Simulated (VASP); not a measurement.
# Sc (I4_1/amd) in VASP: a series of runs

The runs below take Sc through relaxation of cell and atoms, with PBE.

All numbers are computed with VASP 6.6.1; they aren't measurements. Logs are shortened: lines on timing, memory, paths and dates and some standing lists are left out, and cuts for length are marked.

### 1 The cell of the first run

Symmetry: I4_1/amd, No. 141, tetragonal system. Conventional cell: a = 4.592 Å, b = 4.592 Å, c = 2.774 Å, α = 90.00°, β = 90.00°, γ = 90.00°. Sc (site symmetry -4m2) has 10 Sc at 2.40 to 3.10 Å within 3.2 Å.

### 2 Relaxation of cell and atoms, PBE, target pressure 51 GPa, at which the enthalpy is minimised

INCAR

```
SYSTEM = Sc
PREC = Accurate
ENCUT = 500
EDIFF = 1E-7
ISMEAR = -1
SIGMA = 0.05
LREAL = .FALSE.
LASPH = .TRUE.
NELM = 120
ALGO = Normal
ISIF = 3
LWAVE = .FALSE.
LCHARG = .FALSE.
GGA = PE
IBRION = 2
NSW = 32
EDIFFG = -0.005
PSTRESS = 510.0
GGA_COMPAT = .FALSE.
NELMIN = 4
```

KPOINTS

```
regular mesh
0
G
  16 16 16
  0 0 0
```

POSCAR

```
Sc
1.0
   -2.2961485814      2.2961485814      1.3871955656
    2.2961485814     -2.2961485814      1.3871955656
    2.2961485814      2.2961485814     -1.3871955656
Sc
2
Direct
   -0.3750000000     -0.1250000000     -0.2500000000
    0.3750000000      0.1250000000      0.2500000000
```

Potentials or basis: VASP PAW PBE potentials, release 64 (Sc_sv).

Run with:

```sh
> cat potpaw_PBE.64/Sc_sv/POTCAR > POTCAR
> mpirun -np 1 vasp_std > vasp.out
```

OUTCAR:

```text
SYSTEM = Sc
   PREC = Accurate
   ENCUT = 500
   EDIFF = 1E-7
   ISMEAR = -1
   LREAL = .FALSE.
   LASPH = .TRUE.
   NELM = 120
   ISIF = 3
   GGA = PE
   IBRION = 2
   NSW = 32
   EDIFFG = -0.005
   PSTRESS = 510.0
   NELMIN = 4

 ion  position               nearest neighbor table
   1  0.625  0.875  0.750-   2 2.40   2 2.40   2 2.40   2 2.40   2 3.10   2 3.10   2 3.10   2 3.10

   2  0.375  0.125  0.250-   1 2.40   1 2.40   1 2.40   1 2.40   1 3.10   1 3.10   1 3.10   1 3.10

  LATTYP: Found a body centered tetragonal cell.
 ALAT       =     4.5922971628
 C/A-ratio  =     0.6041401575

  Lattice vectors:

 A1 = (  -2.2961485814,   2.2961485814,   1.3871955656)
 A2 = (   2.2961485814,  -2.2961485814,   1.3871955656)
 A3 = (   2.2961485814,   2.2961485814,  -1.3871955656)

Analysis of symmetry for initial positions (statically):
=====================================================================
 Subroutine PRICEL returns:
 Original cell was already a primitive cell.

 Routine SETGRP: Setting up the symmetry group for a
 body centered tetragonal supercell.

 Subroutine GETGRP returns: Found 16 space group operations
 (whereof  4 operations were pure point group operations)
 out of a pool of 16 trial point group operations.

The static configuration has the point symmetry C_2h.
 The point group associated with its full space group is D_4h.

Analysis of symmetry for dynamics (positions and initial velocities):
=====================================================================
 Subroutine PRICEL returns:
 Original cell was already a primitive cell.

 Routine SETGRP: Setting up the symmetry group for a
 body centered tetragonal supercell.

 Subroutine GETGRP returns: Found 16 space group operations
 (whereof  4 operations were pure point group operations)
 out of a pool of 16 trial point group operations.

The dynamic configuration has the point symmetry C_2h.
 The point group associated with its full space group is D_4h.

 Subroutine INISYM returns: Found 16 space group operations
 (whereof  4 operations are pure point group operations),
 and found     1 'primitive' translations

----------------------------------------------------------------------------------------

                                     Primitive cell

  volume of cell :      29.2548

  direct lattice vectors                    reciprocal lattice vectors
    -2.296148581  2.296148581  1.387195566     0.000000000  0.217755943  0.360439445
     2.296148581 -2.296148581  1.387195566     0.217755943  0.000000000  0.360439445
     2.296148581  2.296148581 -1.387195566     0.217755943  0.217755943  0.000000000

  length of vectors
     3.531134117  3.531134117  3.531134117     0.421110727  0.421110727  0.307953408

  position of ions in fractional coordinates (direct lattice)
     0.625000000  0.875000000  0.750000000
     0.375000000  0.125000000  0.250000000

  ion indices of the primitive-cell ions
   primitive index   ion index
                 1           1
                 2           2

----------------------------------------------------------------------------------------

 KPOINTS: regular mesh

Automatic generation of k-mesh.
 Grid dimensions read from file:
 generate k-points for:   16   16   16

 Generating k-lattice:

  Cartesian coordinates                     Fractional coordinates (reciprocal lattice)
     0.000000000  0.013609746  0.022527465     0.062500000  0.000000000  0.000000000
     0.013609746  0.000000000  0.022527465     0.000000000  0.062500000  0.000000000
     0.013609746  0.013609746  0.000000000     0.000000000  0.000000000  0.062500000

  Length of vectors
     0.026319420  0.026319420  0.019247088

  Shift w.r.t. Gamma in fractional coordinates (k-lattice)
     0.000000000  0.000000000  0.000000000

 Subroutine IBZKPT returns following result:
 ===========================================

 Found    349 irreducible k-points:

 Following reciprocal coordinates:
            Coordinates               Weight
  0.000000  0.000000  0.000000      1.000000
  0.062500  0.000000 -0.000000      8.000000
  0.125000  0.000000 -0.000000      8.000000
  0.187500  0.000000 -0.000000      8.000000
  0.250000  0.000000 -0.000000      8.000000
  0.312500  0.000000  0.000000      8.000000
[... 16 lines left out ...]
 -0.125000  0.062500  0.000000     16.000000
 -0.062500  0.062500  0.000000      4.000000
 [... further k-points ...]
   k-points           NKPTS =    349   k-points in BZ     NKDIM =    349   number of bands    NBANDS=     15
   number of dos      NEDOS =    301   number of ions     NIONS =      2
   total plane-waves  NPLWV =  21952
   dimension x,y,z NGX =    28 NGY =   28 NGZ =   28
   dimension x,y,z NGXF=    56 NGYF=   56 NGZF=   56
   ions per type =               2
   NGX,Y,Z   is equivalent  to a cutoff of  13.18, 13.18, 13.18 a.u.
   NGXF,Y,Z  is equivalent  to a cutoff of  26.36, 26.36, 26.36 a.u.
 SYSTEM =  Sc
   PREC   = accura    normal or accurate (medium, high low for compatibility)
   ISTART =      0    job   : 0-new  1-cont  2-samecut
   ICHARG =      2    charge: 1-file 2-atom 10-const
   ISPIN  =      1    spin polarized calculation?
   LNONCOLLINEAR =      F non collinear calculations
   LSORBIT =      F    spin-orbit coupling
   LASPH  =      T    aspherical Exc in radial PAW
   ENCUT  =  500.0 eV  36.75 Ry    6.06 a.u.   6.44  6.44  6.44*2*pi/ulx,y,z
   NELM   =    120;   NELMIN=  4; NELMDL= -5     # of ELM steps
   EDIFF  = 0.1E-06   stopping-criterion for ELM
   LREAL  =      F    real-space projection
   EDIFFG = -.5E-02   stopping-criterion for IOM
   NSW    =     32    number of steps for IOM
   IBRION =      2    ionic relax: 0-MD 1-quasi-New 2-CG
   NFREE  =      1    steps in history (QN), initial steepest desc. (CG)
   ISIF   =      3    stress and relaxation
   ISYM   =      2    0-nonsym 1-usesym 2-fastsym
   POTIM  = 0.5000    time-step for ionic-motion
   TEBEG  =    0.0;   TEEND  =   0.0 temperature during run
   PSTRESS=  510.0 pullay stress
   NELECT =      22.0000    total number of electrons
   NUPDOWN=      -1.0000    fix difference up-down
   EMIN   =  10.00;   EMAX   =-10.00  energy-range for DOS
   EFERMI =   0.00;   METHOD = LEGACY
   ISMEAR =    -1;   SIGMA  =   0.05  broadening in eV -4-tet -1-fermi 0-gaus
   EFERMI_NEDOS =   21; number of points for ismear=-14 and -15
   IALGO  =     38    algorithm
   IMIX   =      4    mixing-type and parameters
     AMIX     =   0.40;   BMIX     =  1.00
     AMIX_MAG =   1.60;   BMIX_MAG =  1.00
  volume/ion in A,a.u.               =      14.63        98.71
  Fermi-wavevector in a.u.,A,eV,Ry     =   1.488732  2.813295 30.154902  2.216323
  Thomas-Fermi vector in A             =   2.601730
   LORBIT       =      0    0 simple, 1 ext, 2 COOP (PROOUT), +10 PAW based schemes
   GGA     = PE    functional components
   LHFCALC =     F    Hartree Fock is set to
   AEXX    =    0.0000 exact exchange contribution
   IVDW    =     0    specifies the selected vdW correction
   LEPSILON=     F    determine dielectric tensor
   LRPA    =     F    only Hartree local field effects (RPA)
 conjugate gradient relaxation of ions
 non-spin polarized calculation
  energy-cutoff  :      500.00
  volume of cell :       29.25
 maximum number of plane-waves:       777
 NGX is ok and might be reduce to    28
   NGX = 13   NGY = 13   NGZ = 13

--------------------------------------- Ionic step        1  -------------------------------------------

 number of electron      21.9999994 magnetization

 Free energy of the ion-electron system (eV)
  ---------------------------------------------------
  ext. energy  EPLUGINS =         0.00000000
  ---------------------------------------------------
  free energy    TOTEN  =        -9.41299961 eV

  energy without entropy =       -9.39976417  energy(sigma->0) =       -9.40638189

------------------------ aborting loop because EDIFF is reached ----------------------------------------

  FORCE on cell =-STRESS in cart. coord.  units (eV):
  Direction    XX          YY          ZZ          XY          YZ          ZX
  --------------------------------------------------------------------------------------
  -------------------------------------------------------------------------------------
  Total        9.5215274      9.5215274      9.4021597      0.0000000      0.0000000      0.0000000
  in kB      521.4582512    521.4582512    514.9209331      0.0000000      0.0000000      0.0000000
  external PRESSURE =       9.2791452 kB  Pullay stress =     510.0000000 kB
[... 137 lines left out ...]
  enthalpy is  TOTEN    =        -0.1013517413 eV   P V=        9.3653022414

--------------------------------------- Ionic step        5  -------------------------------------------

 number of electron      21.9999995 magnetization

 Free energy of the ion-electron system (eV)
  ---------------------------------------------------
  ext. energy  EPLUGINS =         0.00000000
  ---------------------------------------------------
  free energy    TOTEN  =        -9.46647445 eV

  energy without entropy =       -9.45299162  energy(sigma->0) =       -9.45973304

 E-fermi :   7.1792     XC(G=0): -12.1552

 val. band max:        7.1709777258   @ k =  -0.4375  -0.4375   0.1875
 cond. band min:       7.1815365615   @ k =  -0.1250  -0.3125   0.1250
 fundamental gap:      0.0105588357
 Fermi energy:         7.1791700082

 k-point     1 :       0.0000    0.0000    0.0000
  band No.  band energies     occupation
      1     -41.8202      2.00000
      2     -40.6995      2.00000
      3     -21.1267      2.00000
      4     -21.1267      2.00000
      5     -19.3514      2.00000
      6     -19.3060      2.00000
      7     -19.0236      2.00000
      8     -19.0236      2.00000
      9       1.9455      2.00000
     10       3.6754      2.00000
     11       6.8023      1.99893
     12       7.4421      0.01035
     13       8.6333      0.00000
     14      10.7272      0.00000
     15      10.7272      0.00000
[... 397 lines left out ...]
 k-point    24 :      -0.0625    0.0625    0.0000
  band No.  band energies     occupation
      1     -41.8096      2.00000
      2     -40.7104      2.00000
      3     -21.1130      2.00000
      4     -21.1121      2.00000
      5     -19.3784      2.00000
      6     -19.3029      2.00000
      7     -19.0519      2.00000
      8     -19.0185      2.00000
      9       2.0219      2.00000
     10       3.7369      2.00000
     11       6.8295      1.99817
     12       7.3751      0.03895
     13       8.5361      0.00000
     14      10.7549      0.00000
     15      10.8211      0.00000

 [... further k-points ...]
[... 5 lines left out ...]
  --------------------------------------------------------------------------------------
  -------------------------------------------------------------------------------------
  Total        9.3623991      9.3623991      9.3597506      0.0000000      0.0000000      0.0000000
  in kB      509.8519513    509.8519513    509.7077168      0.0000000      0.0000000      0.0000000
  external PRESSURE =      -0.1961269 kB  Pullay stress =     510.0000000 kB
[... 17 lines left out ...]
  FREE ENERGIE OF THE ION-ELECTRON SYSTEM (eV)
  ---------------------------------------------------
  free  energy   TOTEN  =        -9.4664744509 eV

  energy  without entropy=       -9.4529916230  energy(sigma->0) =       -9.45973304

  enthalpy is  TOTEN    =        -0.1013566962 eV   P V=        9.3651177546

 reached required accuracy - stopping structural energy minimisation
```

Run time: 4.4 min. Hardware: 1 thread of Intel Xeon 6975P-C (Granite Rapids), shared host; peak memory 0.26 GiB.

Results:

```yaml
Free_energy: -9.4665 eV
Relaxed_volume: 14.71 Å³/atom
Relaxed_cell: a = 3.541 Å, b = 3.541 Å, c = 3.541 Å, α = 98.81°, β = 98.81°, γ = 133.92°
Space_group_after_relaxing_to_0.1_Å: I4_1/amd (No. 141)
Energy_change_on_relaxing_the_run_minimises_the_enthalpy: -26.7 meV/atom
Ionic_steps: 5
Pressure_after_relaxing: 51.0 GPa
Band_gap_on_the_k_mesh: zero (bands 11 and 12 overlap by 2.46 eV)
```

Step by step:
```
step  energy change (eV)  largest force (eV/Å)  pressure (GPa)  volume (Å³)
   1              0.0000                0.0000           51.93        29.25
   2             -0.1145                0.0000           49.75        29.61
   3             -0.0544                0.0000           50.89        29.42
   4             -0.0537                0.0000           50.97        29.42
   5             -0.0535                0.0000           50.98        29.42
```

Final structure:
```xyz
2
Lattice="-2.3040 2.3040 1.3856 2.3040 -2.3040 1.3856 2.3040 2.3040 -1.3856" Properties=species:S:1:pos:R:3 pbc="T T T"
Sc    2.3040    1.1520    1.0392
Sc    0.0000    1.1520    0.3464
```

Levels at points of the mesh, in eV from the Fermi level:
```tsv
k point	band 9	band 10	band 11	band 12	band 13	band 14
(0.00, 0.00, 0.00)	-5.23	-3.50	-0.38	0.26	1.45	3.55
(0.50, 0.00, 0.00)	-2.40	-2.20	-0.67	0.74	2.35	2.53
(0.50, 0.50, 0.00)	-2.33	-2.33	0.14	0.14	1.72	1.72
(0.50, 0.50, 0.50)	-1.50	-1.50	1.41	1.41	1.83	1.83
```

Caveat: the cell is relaxed towards a set pressure, so the run minimises the enthalpy, not the energy.

### 3 Relaxation of cell and atoms, PBE, target pressure 51 GPa, at which the enthalpy is minimised

This run uses another cell than the first one, of 15.42 Å³/atom.

INCAR

```
PREC = Accurate
ENCUT = 500
EDIFF = 1E-7
ISMEAR = -1
SIGMA = 0.05
LREAL = False
LASPH = True
NELM = 120
ALGO = Normal
ISIF = 3
LWAVE = False
LCHARG = False
GGA = PE
IBRION = 2
NSW = 60
EDIFFG = -0.005
PSTRESS = 510.0
GGA_COMPAT = False
NELMIN = 4
```

KPOINTS

```
Automatic mesh
0
Gamma
  16 16 16
```

POSCAR

```
Sc
1.0
   -2.4109656143      2.4109656143      1.3260310879
    2.4109656143     -2.4109656143      1.3260310879
    2.4109656143      2.4109656143     -1.3260310879
Sc
2
Direct
   -0.3750000000     -0.1250000000     -0.2500000000
    0.3750000000      0.1250000000      0.2500000000
```

Potentials or basis: VASP PAW PBE potentials, release 64 (Sc_sv).

Run with:

```sh
> cat potpaw_PBE.64/Sc_sv/POTCAR > POTCAR
> mpirun -np 1 vasp_std > vasp.out
```

Wall time 8 min (1 thread of Intel Xeon 6975P-C (Granite Rapids), shared host); peak memory 0.27 GiB.

It converged, with:

```
Free energy                                                : -9.4682 eV
Relaxed volume                                             : 14.71 Å³/atom
Relaxed cell                                               : a = 3.541 Å, b = 3.541 Å, c = 3.541 Å, α = 98.80°, β = 98.80°, γ = 133.94°
Space group after relaxing (to 0.1 Å)                      : I4_1/amd (No. 141)
Energy change on relaxing (the run minimises the enthalpy) : +172.4 meV/atom
Ionic steps                                                : 9
Pressure after relaxing                                    : 51.0 GPa
Band gap on the k mesh                                     : zero (bands 11 and 12 overlap by 2.46 eV)
```

Step by step:
| step | energy change (eV) | largest force (eV/Å) | pressure (GPa) | volume (Å³) |
| --- | --- | --- | --- | --- |
| 1 | 0.0000 | 0.0000 | 44.52 | 30.83 |
| 2 | 0.8161 | 0.0000 | 60.46 | 28.10 |
| 3 | 0.5194 | 0.0000 | 54.78 | 28.98 |
| 4 | 0.3501 | 0.0000 | 50.96 | 29.41 |
| 5 | 0.3622 | 0.0000 | 51.32 | 29.37 |
| 6 | 0.3599 | 0.0000 | 51.25 | 29.38 |
| 7 | 0.3321 | 0.0000 | 50.74 | 29.46 |
| 8 | 0.3428 | 0.0000 | 50.94 | 29.43 |
| 9 | 0.3448 | 0.0000 | 50.99 | 29.42 |

Final structure:
```yaml
crystal:
  lattice:
    - [-2.30429, 2.30429, 1.38532]
    - [2.30429, -2.30429, 1.38532]
    - [2.30429, 2.30429, -1.38532]
  atoms:
    - { symbol: Sc, position: [0.62500, 0.87500, 0.75000] }
    - { symbol: Sc, position: [0.37500, 0.12500, 0.25000] }
```

Levels at points of the mesh, in eV from the Fermi level:
| k point | band 8 | band 9 | band 10 | band 11 | band 12 | band 13 | band 14 | band 15 |
| --- | --- | --- | --- | --- | --- | --- | --- | --- |
| (0.00, 0.00, 0.00) | -26.20 | -5.23 | -3.50 | -0.38 | 0.26 | 1.45 | 3.55 | 3.55 |
| (0.50, 0.00, 0.00) | -26.15 | -2.40 | -2.20 | -0.67 | 0.74 | 2.35 | 2.53 | 3.14 |
| (0.50, 0.50, 0.00) | -26.31 | -2.33 | -2.33 | 0.14 | 0.14 | 1.72 | 1.72 | 3.70 |
| (0.50, 0.50, 0.50) | -25.91 | -1.50 | -1.50 | 1.41 | 1.41 | 1.82 | 1.82 | 3.80 |

Caveat: the cell is relaxed towards a set pressure, so the run minimises the enthalpy, not the energy.
